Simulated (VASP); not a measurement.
# Be2NiH (P4/mmm) in VASP: a series of runs

Be2NiH is run at these levels: PBE; tasks: single point, relaxation of cell and atoms.

Program: VASP 6.6.1. These are calculated values, not measurements. Logs are shortened: lines on timing, memory, paths and dates and some standing lists are left out, and cuts for length are marked.

## Step 1: The cell of the first run

The structure is tetragonal, space group P4/mmm (No. 123). The conventional cell has a = 3.558 Å, b = 3.558 Å, c = 2.581 Å, α = 90.00°, β = 90.00°, γ = 90.00°. Be (site symmetry mmm) has 2 H at 1.78 Å and 4 Ni at 2.20 Å within 2.4 Å. Ni (site symmetry 4/mmm) has 8 Be at 2.20 Å and 2 Ni at 2.58 Å and 8 H at 2.83 Å within 2.9 Å. H (site symmetry 4/mmm) has 4 Be at 1.78 Å within 2.4 Å.

## Step 2: Single point, PBE, collinear spin, ferromagnetic start

INCAR reads:

```
SYSTEM = Be2NiH
ALGO = Normal ; EDIFF = 1E-6
ENCUT = 520 ; GGA = PE
ISIF = 2 ; ISMEAR = 0
ISPIN = 2 ; LASPH = .TRUE.
LCHARG = .FALSE. ; LMAXMIX = 4
LORBIT = 11 ; LREAL = .FALSE.
LWAVE = .FALSE. ; MAGMOM = 0 0 2 0
NBANDS = 20 ; NELM = 150
PREC = Accurate ; SIGMA = 0.1
```

KPOINTS reads:

```
k-points
0
G
  6 6 6
  0 0 0
```

POSCAR reads:

```
Be2NiH
1.0
    3.5583888744      0.0000000000      0.0000000000
    0.0000000000      3.5583888744      0.0000000000
    0.0000000000      0.0000000000      2.5812130739
Be Ni H
2 1 1
Direct
    0.0000000000      0.5000000000      0.5000000000
    0.5000000000      0.0000000000      0.5000000000
    0.0000000000      0.0000000000      0.0000000000
    0.5000000000      0.5000000000      0.5000000000
```

Potentials or basis: VASP PAW PBE potentials, release 64 (Be, Ni, H).

On the command line:

```console
cat potpaw_PBE.64/Be/POTCAR potpaw_PBE.64/Ni/POTCAR potpaw_PBE.64/H/POTCAR > POTCAR
mpirun -np 1 vasp_std > vasp.out
```

OUTCAR:

```text
SYSTEM = Be2NiH
   EDIFF = 1E-6
   ENCUT = 520
   GGA = PE
   ISIF = 2
   ISMEAR = 0
   ISPIN = 2
   LASPH = .TRUE.
   LORBIT = 11
   LREAL = .FALSE.
   NELM = 150
   PREC = Accurate

 ion  position               nearest neighbor table
   1  0.000  0.500  0.500-   3 2.20   3 2.20   3 2.20   3 2.20
   2  0.500  0.000  0.500-   3 2.20   3 2.20   3 2.20   3 2.20
   3  0.000  0.000  0.000-   1 2.20   2 2.20   1 2.20   2 2.20   1 2.20   1 2.20   2 2.20   2 2.20

   4  0.500  0.500  0.500-

  LATTYP: Found a simple tetragonal cell.
 ALAT       =     3.5583888744
 C/A-ratio  =     0.7253881363

  Lattice vectors:

 A1 = (   3.5583888744,   0.0000000000,   0.0000000000)
 A2 = (   0.0000000000,   3.5583888744,   0.0000000000)
 A3 = (   0.0000000000,   0.0000000000,   2.5812130739)

Analysis of symmetry for initial positions (statically):
=====================================================================
 Subroutine PRICEL returns:
 Original cell was already a primitive cell.

 Routine SETGRP: Setting up the symmetry group for a
 simple tetragonal supercell.

 Subroutine GETGRP returns: Found 16 space group operations
 (whereof 16 operations were pure point group operations)
 out of a pool of 16 trial point group operations.

The static configuration has the point symmetry D_4h.

Analysis of symmetry for dynamics (positions and initial velocities):
=====================================================================
 Subroutine PRICEL returns:
 Original cell was already a primitive cell.

 Routine SETGRP: Setting up the symmetry group for a
 simple tetragonal supercell.

 Subroutine GETGRP returns: Found 16 space group operations
 (whereof 16 operations were pure point group operations)
 out of a pool of 16 trial point group operations.

The dynamic configuration has the point symmetry D_4h.

Analysis of structural, dynamic, and magnetic symmetry:
=====================================================================
 Subroutine PRICEL returns:
 Original cell was already a primitive cell.

 Routine SETGRP: Setting up the symmetry group for a
 simple tetragonal supercell.

 Subroutine GETGRP returns: Found 16 space group operations
 (whereof 16 operations were pure point group operations)
 out of a pool of 16 trial point group operations.

The overall configuration has the point symmetry D_4h.

 Subroutine INISYM returns: Found 16 space group operations
 (whereof 16 operations are pure point group operations),
[... 127 lines left out ...]
   AEXX    =    0.0000 exact exchange contribution
   IVDW    =     0    specifies the selected vdW correction
   LEPSILON=     F    determine dielectric tensor
   LRPA    =     F    only Hartree local field effects (RPA)
 spin polarized calculation
 Gauss-broadening in eV      SIGMA  =   0.10
  energy-cutoff  :      520.00
  volume of cell :       32.68
 maximum number of plane-waves:       905
 NGX is ok and might be reduce to    28
   NGX = 13   NGY = 13   NGZ =  9

 number of electron      15.0000007 magnetization      -0.0060852

 number of electron      15.0000007 magnetization       0.0001333

 Free energy of the ion-electron system (eV)
  ---------------------------------------------------
  ext. energy  EPLUGINS =         0.00000000
  ---------------------------------------------------
  free energy    TOTEN  =       -15.83239945 eV

  energy without entropy =      -15.82734823  energy(sigma->0) =      -15.82987384

 E-fermi :   6.1646     XC(G=0): -11.0711

 val. band max:        6.1240568853   @ k =   0.0000   0.0000   0.5000
 cond. band min:       6.2119604959   @ k =   0.1667   0.1667   0.1667
 fundamental gap:      0.0879036106
 Fermi energy:         6.1645653078

 spin component 1

 k-point     1 :       0.0000    0.0000    0.0000
  band No.  band energies     occupation
      1      -4.1534      1.00000
      2       2.7334      1.00000
      3       2.8492      1.00000
      4       4.2485      1.00000
      5       4.6309      1.00000
      6       4.6309      1.00000
[... 517 lines left out ...]
     18      21.4678      0.00000
     19      22.6910      0.00000

 [... further k-points ...]

 spin component 2

 k-point     1 :       0.0000    0.0000    0.0000
  band No.  band energies     occupation
      1      -4.1533      1.00000
      2       2.7337      1.00000
      3       2.8494      1.00000
      4       4.2488      1.00000
      5       4.6311      1.00000
      6       4.6311      1.00000
[... 517 lines left out ...]
     18      21.4680      0.00000
     19      22.6911      0.00000

 [... further k-points ...]

 [bands above 19 left out]

------------------------ aborting loop because EDIFF is reached ----------------------------------------

  FORCE on cell =-STRESS in cart. coord.  units (eV):
  Direction    XX          YY          ZZ          XY          YZ          ZX
  --------------------------------------------------------------------------------------
  -------------------------------------------------------------------------------------
  Total       -0.0808781     -0.0808781      0.0117095      0.0000000      0.0000000      0.0000000
  in kB       -3.9647069     -3.9647069      0.5740084      0.0000000      0.0000000      0.0000000
  external PRESSURE =      -2.4518018 kB  Pullay stress =       0.0000000 kB

 VOLUME and BASIS-vectors are now :
 -----------------------------------------------------------------------------
  energy-cutoff  :      520.00
  volume of cell :       32.68
      direct lattice vectors                 reciprocal lattice vectors
     3.558388874  0.000000000  0.000000000     0.281026059  0.000000000  0.000000000
     0.000000000  3.558388874  0.000000000     0.000000000  0.281026059  0.000000000
     0.000000000  0.000000000  2.581213074     0.000000000  0.000000000  0.387414743

 POSITION                                       TOTAL-FORCE (eV/Angst)
 -----------------------------------------------------------------------------------
      0.00000      1.77919      1.29061         0.000000      0.000000      0.000000
      1.77919      0.00000      1.29061         0.000000      0.000000      0.000000
      0.00000      0.00000      0.00000         0.000000      0.000000      0.000000
      1.77919      1.77919      1.29061         0.000000      0.000000      0.000000
 -----------------------------------------------------------------------------------
    total drift:                               -0.000000     -0.000000     -0.000000

  FREE ENERGIE OF THE ION-ELECTRON SYSTEM (eV)
  ---------------------------------------------------
  free  energy   TOTEN  =       -15.8323994546 eV

  energy  without entropy=      -15.8273482290  energy(sigma->0) =      -15.82987384

 total charge

# of ion       s       p       d       tot
------------------------------------------
    1        0.424   0.629   0.000   1.053
    2        0.424   0.629   0.000   1.053
    3        0.578   0.550   8.449   9.577
    4        0.486   0.015   0.000   0.501
--------------------------------------------------
tot          1.913   1.823   8.449  12.185

 magnetization (x)

# of ion       s       p       d       tot
------------------------------------------
    1        0.000   0.000   0.000   0.000
    2        0.000   0.000   0.000   0.000
    3        0.000   0.000   0.000   0.000
    4        0.000  -0.000   0.000   0.000
--------------------------------------------------
tot          0.000   0.000   0.000   0.000
```

It took 68 s on 1 thread of AMD EPYC 7R13, shared host; peak memory 0.15 GiB.

Results:

```yaml
Free_energy: -15.8324 eV
Pressure: -0.2 GPa
Net_moment: 0.00 μB per cell
Valence_electrons_inside_the_program's_atomic_spheres: Be 1.05; Ni 9.58; H 0.50
```

Caveat: the k points lie up to 0.41 Å⁻¹ apart; the starting moments collapsed, and a magnetic state may lie lower.

## Step 3: Single point, PBE, collinear spin, ferromagnetic start

This run uses another cell than the first one, of 9.91 Å³/atom, 1.213 times its volume.

INCAR reads:

```
SYSTEM = Be2NiH
ALGO     = Normal         ! electronic algorithm
EDIFF    = 1E-7           ! SCF threshold, eV
ENCUT    = 520            ! plane-wave cutoff, eV
GGA      = PE             ! functional
ISIF     = 2              ! what is computed and relaxed
ISMEAR   = 0              ! smearing method
ISPIN    = 2              ! spin polarisation
LASPH    = .TRUE.         ! aspherical terms in the spheres
LCHARG   = .FALSE.        ! write CHGCAR
LMAXMIX  = 4              ! l up to which the mixer works
LORBIT   = 11             ! projections on sites
LREAL    = .FALSE.        ! projectors in reciprocal space
LWAVE    = .FALSE.        ! write WAVECAR
MAGMOM   = 0 0 2 0        ! initial moments
NBANDS   = 20             ! bands
NELM     = 150            ! most SCF steps
PREC     = Accurate       ! precision mode
SIGMA    = 0.1            ! smearing width, eV
```

KPOINTS is that of step 2.

POSCAR reads:

```
Be2NiH
1.0
    3.5662404400      0.0000000000      0.0000000000
    0.0000000000      3.5662404400      0.0000000000
    0.0000000000      0.0000000000      3.1178616100
Be Ni H
2 1 1
Direct
    0.0000000000      0.5000000000      0.5000000000
    0.5000000000      0.0000000000      0.5000000000
    0.0000000000      0.0000000000      0.0000000000
    0.5000000000      0.5000000000      0.5000000000
```

Potentials or basis: VASP PAW PBE potentials, release 64 (Be, Ni, H).

On the command line:

```console
cat potpaw_PBE.64/Be/POTCAR potpaw_PBE.64/Ni/POTCAR potpaw_PBE.64/H/POTCAR > POTCAR
mpirun -np 1 vasp_std > vasp.out
```

OUTCAR:

```text
SYSTEM = Be2NiH
   EDIFF = 1E-7
   ENCUT = 520
   GGA = PE
   ISIF = 2
   ISMEAR = 0
   ISPIN = 2
   LASPH = .TRUE.
   LORBIT = 11
   LREAL = .FALSE.
   NELM = 150
   PREC = Accurate

 ion  position               nearest neighbor table
   1  0.000  0.500  0.500-   3 2.37   3 2.37   3 2.37   3 2.37
   2  0.500  0.000  0.500-   3 2.37   3 2.37   3 2.37   3 2.37
   3  0.000  0.000  0.000-   1 2.37   2 2.37   1 2.37   2 2.37   1 2.37   1 2.37   2 2.37   2 2.37

   4  0.500  0.500  0.500-

  LATTYP: Found a simple tetragonal cell.
 ALAT       =     3.5662404400
 C/A-ratio  =     0.8742712844

  Lattice vectors:

 A1 = (   3.5662404400,   0.0000000000,   0.0000000000)
 A2 = (   0.0000000000,   3.5662404400,   0.0000000000)
 A3 = (   0.0000000000,   0.0000000000,   3.1178616100)

Analysis of symmetry for initial positions (statically):
=====================================================================
 Subroutine PRICEL returns:
 Original cell was already a primitive cell.

 Routine SETGRP: Setting up the symmetry group for a
 simple tetragonal supercell.

 Subroutine GETGRP returns: Found 16 space group operations
 (whereof 16 operations were pure point group operations)
 out of a pool of 16 trial point group operations.

The static configuration has the point symmetry D_4h.

Analysis of symmetry for dynamics (positions and initial velocities):
=====================================================================
 Subroutine PRICEL returns:
 Original cell was already a primitive cell.

 Routine SETGRP: Setting up the symmetry group for a
 simple tetragonal supercell.

 Subroutine GETGRP returns: Found 16 space group operations
 (whereof 16 operations were pure point group operations)
 out of a pool of 16 trial point group operations.

The dynamic configuration has the point symmetry D_4h.

Analysis of structural, dynamic, and magnetic symmetry:
=====================================================================
 Subroutine PRICEL returns:
 Original cell was already a primitive cell.

 Routine SETGRP: Setting up the symmetry group for a
 simple tetragonal supercell.

 Subroutine GETGRP returns: Found 16 space group operations
 (whereof 16 operations were pure point group operations)
 out of a pool of 16 trial point group operations.

The overall configuration has the point symmetry D_4h.

 Subroutine INISYM returns: Found 16 space group operations
 (whereof 16 operations are pure point group operations),
 and found     1 'primitive' translations

----------------------------------------------------------------------------------------

                                     Primitive cell

  volume of cell :      39.6532

  direct lattice vectors                    reciprocal lattice vectors
     3.566240440  0.000000000  0.000000000     0.280407341  0.000000000  0.000000000
     0.000000000  3.566240440  0.000000000     0.000000000  0.280407341  0.000000000
     0.000000000  0.000000000  3.117861610     0.000000000  0.000000000  0.320732645

  length of vectors
     3.566240440  3.566240440  3.117861610     0.280407341  0.280407341  0.320732645

[... 82 lines left out ...]
   ENCUT  =  520.0 eV  38.22 Ry    6.18 a.u.   6.63  6.63  5.80*2*pi/ulx,y,z
   NELM   =    150;   NELMIN=  2; NELMDL= -5     # of ELM steps
   EDIFF  = 0.1E-06   stopping-criterion for ELM
   LREAL  =      F    real-space projection
   EDIFFG = 0.1E-05   stopping-criterion for IOM
   NSW    =      0    number of steps for IOM
   IBRION =     -1    ionic relax: 0-MD 1-quasi-New 2-CG
   NFREE  =      0    steps in history (QN), initial steepest desc. (CG)
   ISIF   =      2    stress and relaxation
   ISYM   =      2    0-nonsym 1-usesym 2-fastsym
   POTIM  = 0.5000    time-step for ionic-motion
   TEBEG  =    0.0;   TEEND  =   0.0 temperature during run
   PSTRESS=    0.0 pullay stress
   NELECT =      15.0000    total number of electrons
   NUPDOWN=      -1.0000    fix difference up-down
   EMIN   =  10.00;   EMAX   =-10.00  energy-range for DOS
   EFERMI =   0.00;   METHOD = LEGACY
[... 12 lines left out ...]
   AEXX    =    0.0000 exact exchange contribution
   IVDW    =     0    specifies the selected vdW correction
   LEPSILON=     F    determine dielectric tensor
   LRPA    =     F    only Hartree local field effects (RPA)
 spin polarized calculation
 Gauss-broadening in eV      SIGMA  =   0.10
  energy-cutoff  :      520.00
  volume of cell :       39.65
 maximum number of plane-waves:      1088
 NGX is ok and might be reduce to    28
   NGX = 13   NGY = 13   NGZ = 11

 number of electron      15.0000009 magnetization       0.0000723

 number of electron      15.0000009 magnetization      -0.0001739

 Free energy of the ion-electron system (eV)
  ---------------------------------------------------
  ext. energy  EPLUGINS =         0.00000000
  ---------------------------------------------------
  free energy    TOTEN  =       -15.26531005 eV

  energy without entropy =      -15.25865833  energy(sigma->0) =      -15.26198419

 E-fermi :   4.3770     XC(G=0): -10.2709

 val. band max:        4.3478302775   @ k =   0.3333   0.1667   0.3333
 cond. band min:       4.4290721435   @ k =   0.5000   0.0000   0.5000
 fundamental gap:      0.0812418660
 Fermi energy:         4.3769802639

 spin component 1

 k-point     1 :       0.0000    0.0000    0.0000
  band No.  band energies     occupation
      1      -4.8697      1.00000
      2       2.1420      1.00000
      3       2.2282      1.00000
      4       3.1353      1.00000
      5       3.1353      1.00000
      6       3.3189      1.00000
[... 517 lines left out ...]
     18      18.7519      0.00000
     19      20.5133      0.00000

 [... further k-points ...]

 spin component 2

 k-point     1 :       0.0000    0.0000    0.0000
  band No.  band energies     occupation
      1      -4.8697      1.00000
      2       2.1418      1.00000
      3       2.2280      1.00000
      4       3.1352      1.00000
      5       3.1352      1.00000
      6       3.3188      1.00000
[... 517 lines left out ...]
     18      18.7519      0.00000
     19      20.5133      0.00000

 [... further k-points ...]

 [bands above 19 left out]

------------------------ aborting loop because EDIFF is reached ----------------------------------------

  FORCE on cell =-STRESS in cart. coord.  units (eV):
  Direction    XX          YY          ZZ          XY          YZ          ZX
  --------------------------------------------------------------------------------------
  -------------------------------------------------------------------------------------
  Total       -3.6668362     -3.6668362     -4.8556388      0.0000000      0.0000000     -0.0000000
  in kB     -148.1576298   -148.1576298   -196.1909099      0.0000000      0.0000000     -0.0000000
  external PRESSURE =    -164.1687231 kB  Pullay stress =       0.0000000 kB

 VOLUME and BASIS-vectors are now :
 -----------------------------------------------------------------------------
  energy-cutoff  :      520.00
  volume of cell :       39.65
      direct lattice vectors                 reciprocal lattice vectors
     3.566240440  0.000000000  0.000000000     0.280407341  0.000000000  0.000000000
     0.000000000  3.566240440  0.000000000     0.000000000  0.280407341  0.000000000
     0.000000000  0.000000000  3.117861610     0.000000000  0.000000000  0.320732645

 POSITION                                       TOTAL-FORCE (eV/Angst)
 -----------------------------------------------------------------------------------
      0.00000      1.78312      1.55893         0.000000      0.000000      0.000000
      1.78312      0.00000      1.55893         0.000000      0.000000      0.000000
      0.00000      0.00000      0.00000         0.000000      0.000000      0.000000
      1.78312      1.78312      1.55893         0.000000      0.000000      0.000000
 -----------------------------------------------------------------------------------
    total drift:                               -0.000000     -0.000000     -0.000000

  FREE ENERGIE OF THE ION-ELECTRON SYSTEM (eV)
  ---------------------------------------------------
  free  energy   TOTEN  =       -15.2653100511 eV

  energy  without entropy=      -15.2586583322  energy(sigma->0) =      -15.26198419

 total charge

# of ion       s       p       d       tot
------------------------------------------
    1        0.387   0.516   0.000   0.903
    2        0.387   0.516   0.000   0.903
    3        0.482   0.354   8.395   9.231
    4        0.492   0.014   0.000   0.506
--------------------------------------------------
tot          1.749   1.399   8.395  11.543

 magnetization (x)

# of ion       s       p       d       tot
------------------------------------------
    1        0.000   0.000   0.000   0.000
    2        0.000   0.000   0.000   0.000
    3       -0.000  -0.000  -0.000  -0.000
    4        0.000  -0.000   0.000   0.000
--------------------------------------------------
tot         -0.000  -0.000  -0.000  -0.000
```

Run time: 2.1 min. Hardware: 1 thread of AMD EPYC 7R13, shared host; peak memory 0.17 GiB.

Results:

```
Free energy                                           : -15.2653 eV
Pressure                                              : -16.4 GPa
Net moment                                            : 0.00 μB per cell
Valence electrons inside the program's atomic spheres : Be 0.90; Ni 9.23; H 0.51
```

Levels at points of the mesh, in eV from the Fermi level:
Spin up:
```csv
k point,band 5,band 6,band 7,band 8,band 9,band 10
"(0.00, 0.00, 0.00)",-1.24,-1.06,0.19,0.19,0.46,3.45
"(0.50, 0.00, 0.00)",-1.49,-1.22,-1.01,2.66,2.73,4.21
"(0.50, 0.50, 0.00)",-1.59,-1.59,-1.09,-0.75,-0.75,8.35
"(0.00, 0.00, 0.50)",-2.11,-0.97,-0.64,2.04,3.64,3.64
"(0.50, 0.00, 0.50)",-1.28,-1.22,-1.15,-0.91,0.05,4.61
"(0.50, 0.50, 0.50)",-1.58,-0.97,-0.87,0.08,0.08,3.05
```
Spin down:
```tsv
k point	band 5	band 6	band 7	band 8	band 9	band 10
(0.00, 0.00, 0.00)	-1.24	-1.06	0.19	0.19	0.46	3.45
(0.50, 0.00, 0.00)	-1.49	-1.22	-1.01	2.66	2.73	4.21
(0.50, 0.50, 0.00)	-1.59	-1.59	-1.09	-0.75	-0.75	8.35
(0.00, 0.00, 0.50)	-2.11	-0.97	-0.64	2.04	3.64	3.64
(0.50, 0.00, 0.50)	-1.28	-1.22	-1.15	-0.91	0.05	4.61
(0.50, 0.50, 0.50)	-1.58	-0.97	-0.87	0.08	0.08	3.05
```

Caveat: the starting moments collapsed, and a magnetic state may lie lower.

[end of part 1 of 2]
